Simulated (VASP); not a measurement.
Runs of VASP 6.6.1 on Si. The structure is that of space group Fd-3m (No. 227), or close to it. The cells are those of the table. 

```csv
cell,gap on the mesh (eV),pressure (GPa)
"a = 3.830, b = 3.830, c = 3.846 Å, angles 60.1, 60.1, 90.0°, 2 atoms",0.77,0.5
"a = 3.830, b = 3.830, c = 3.847 Å, angles 60.1, 60.1, 90.0°, 2 atoms",0.77,0.4
"a = 3.811, b = 3.811, c = 3.842 Å, angles 60.3, 60.3, 90.0°, 2 atoms",0.71,1.2
"a = 3.811, b = 3.811, c = 3.845 Å, angles 60.3, 60.3, 90.0°, 2 atoms",0.71,(a)
```

Alike in all rows: task single point; level r2SCAN; potentials or basis VASP PAW PBE potentials, release 64 (Si); no spin polarisation; k mesh 8 × 8 × 8; cutoff (eV) 520; smearing gaussian 0.01 eV.

Question: Estimate the missing entries.

Answer: (a) 1.0.

Caveats: the PAW data sets were made with another functional, which shifts forces and pressure a little.

A k mesh can miss the band edges.
